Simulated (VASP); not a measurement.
# Ta2AlC2N (Pmmm) in VASP: further runs, part 2 of 2

VASP 6.6.1. The steps go on from the part before.

## (3) Relaxation of cell and atoms, PBE

This run uses another cell than the first one, of 11.89 Å³/atom.

Contents of INCAR:

```
SYSTEM = Ta2AlC2N
PREC = Accurate ; ENCUT = 600
EDIFF = 1E-6 ; ISMEAR = 0
SIGMA = 0.1 ; LREAL = .FALSE.
LASPH = .TRUE. ; NELM = 60
ALGO = Normal ; ISIF = 3
LWAVE = .FALSE. ; LCHARG = .FALSE.
GGA = PE ; IBRION = 2
NSW = 90 ; EDIFFG = -0.04
```

Contents of KPOINTS:

```
Automatic mesh
0
G
  6 6 4
  0 0 0
```

Contents of POSCAR:

```
Ta2AlC2N
1.0
    3.2090503651      0.0000000000      0.0000000000
    0.0000000000      3.6482635945      0.0000000000
    0.0000000000      0.0000000000      6.0922099173
Ta Al C N
2 1 2 1
Direct
    0.0000000000      0.0000000000      0.7401420421
    0.0000000000      0.0000000000      0.2598579579
    0.5000000000      0.5000000000      0.0000000000
    0.0000000000      0.5000000000      0.5000000000
    0.5000000000      0.0000000000      0.0000000000
    0.5000000000      0.5000000000      0.5000000000
```

Potentials or basis: VASP PAW PBE potentials, release 64 (Ta_pv, Al, C, N).

The run is started by

```
$ cat potpaw_PBE.64/Ta_pv/POTCAR potpaw_PBE.64/Al/POTCAR potpaw_PBE.64/C/POTCAR potpaw_PBE.64/N/POTCAR > POTCAR
$ mpirun -np 1 vasp_std > vasp.out
```

OUTCAR:

```text
SYSTEM = Ta2AlC2N
   PREC = Accurate
   ENCUT = 600
   EDIFF = 1E-6
   ISMEAR = 0
   LREAL = .FALSE.
   LASPH = .TRUE.
   NELM = 60
   ISIF = 3
   GGA = PE
   IBRION = 2
   NSW = 90
   EDIFFG = -0.04

 ion  position               nearest neighbor table
   1  0.000  0.000  0.740-   5 2.25   5 2.25   4 2.34   4 2.34   3 2.90   3 2.90   3 2.90   3 2.90
                             2 2.93   2 3.17
   2  0.000  0.000  0.260-   5 2.25   5 2.25   4 2.34   4 2.34   3 2.90   3 2.90   3 2.90   3 2.90
                             1 2.93   1 3.17
   3  0.500  0.500  0.000-   5 1.82   5 1.82   1 2.90   1 2.90   2 2.90   2 2.90   1 2.90   2 2.90
[... 889 lines left out ...]
  Total       -0.0709454      0.0972176      0.0712628      0.0000000      0.0000000      0.0000000
  in kB       -1.5957208      2.1866416      1.6028590      0.0000000      0.0000000      0.0000000
  external PRESSURE =       0.7312599 kB  Pullay stress =       0.0000000 kB

 VOLUME and BASIS-vectors are now :
 -----------------------------------------------------------------------------
  energy-cutoff  :      600.00
  volume of cell :       71.23
      direct lattice vectors                 reciprocal lattice vectors
     3.202885021  0.000000000  0.000000000     0.312218513  0.000000000  0.000000000
    -0.000000000  3.653172038  0.000000000     0.000000000  0.273734713  0.000000000
     0.000000000  0.000000000  6.087885247     0.000000000  0.000000000  0.164260652

 POSITION                                       TOTAL-FORCE (eV/Angst)
 -----------------------------------------------------------------------------------
      0.00000      0.00000      4.49530         0.000000      0.000000     -0.006038
      3.20289      3.65317      1.59259        -0.000000      0.000000      0.006038
      1.60144      1.82659      0.00000        -0.000000     -0.000000      0.000000
      3.20289      1.82659      3.04394        -0.000000     -0.000000      0.000000
      1.60144      3.65317      0.00000        -0.000000     -0.000000      0.000000
      1.60144      1.82659      3.04394        -0.000000     -0.000000      0.000000
 -----------------------------------------------------------------------------------
    total drift:                                0.000000      0.000000      0.000000

  FREE ENERGIE OF THE ION-ELECTRON SYSTEM (eV)
  ---------------------------------------------------
  free  energy   TOTEN  =       -48.9654424187 eV

  energy  without entropy=      -48.9494132530  energy(sigma->0) =      -48.95742784

 reached required accuracy - stopping structural energy minimisation
```

OSZICAR:

```text
N       E                     dE             d eps       ncg     rms          rms(c)
DAV:   1     0.303286390021E+03    0.30329E+03   -0.22397E+04  2208   0.182E+03
DAV:   2    -0.342378412760E+02   -0.33752E+03   -0.33294E+03  2529   0.445E+02
[... 14 lines left out ...]
DAV:   1    -0.489597122872E+02    0.28405E-02   -0.10178E+00  2222   0.772E+00    0.244E-01
DAV:   2    -0.489658411308E+02   -0.61288E-02   -0.79574E-02  2314   0.206E+00    0.127E-01
DAV:   3    -0.489655265432E+02    0.31459E-03   -0.27963E-03  3049   0.317E-01    0.601E-02
DAV:   4    -0.489654465770E+02    0.79966E-04   -0.32889E-04  2779   0.110E-01    0.251E-02
DAV:   5    -0.489654432628E+02    0.33142E-05   -0.60094E-05  3185   0.426E-02    0.183E-02
DAV:   6    -0.489654420095E+02    0.12533E-05   -0.16448E-05  3016   0.213E-02    0.118E-02
DAV:   7    -0.489654424187E+02   -0.40922E-06   -0.26404E-06  2088   0.999E-03
   2 F= -.48965442E+02 E0= -.48957428E+02  d E =-.288922E-02
```

Wall time 2.3 min (1 thread of Intel Xeon Platinum 8488C (Sapphire Rapids), shared host); peak memory 0.27 GiB.

Results:

```yaml
Free_energy: -48.9654 eV
Relaxed_volume: 11.87 Å³/atom
Relaxed_cell: a = 3.203 Å, b = 3.653 Å, c = 6.088 Å, α = 90.00°, β = 90.00°, γ = 90.00°
Space_group_after_relaxing_to_0.1_Å: Pmmm (No. 47)
Energy_gained_by_relaxing: 0.5 meV/atom
Ionic_steps: 2
Pressure_after_relaxing: 0.1 GPa
Largest_force_after_relaxing: 0.006 eV/Å
Band_gap_on_the_k_mesh: zero (bands 19 and 20 overlap by 1.31 eV)
```

Forces in eV/Å, atoms in the order of the input:
```
Ta   0.000  0.000 -0.006
Ta   0.000  0.000  0.006
Al   0.000  0.000  0.000
C    0.000  0.000  0.000
C    0.000  0.000  0.000
N    0.000  0.000  0.000
```

Step by step:
```
step  energy change (eV)  largest force (eV/Å)  pressure (GPa)  volume (Å³)
   1              0.0000                0.2199           -0.12        71.32
   2             -0.0029                0.0060            0.07        71.23
```

Final structure:
```
CELL_PARAMETERS angstrom
3.20289 0.00000 0.00000
0.00000 3.65317 0.00000
0.00000 0.00000 6.08789
ATOMIC_POSITIONS crystal
Ta 0.00000 0.00000 0.73840
Ta 0.00000 0.00000 0.26160
Al 0.50000 0.50000 0.00000
C 0.00000 0.50000 0.50000
C 0.50000 0.00000 0.00000
N 0.50000 0.50000 0.50000
```

Caveat: spin-orbit coupling is left out, which moves the levels of the heavy elements.
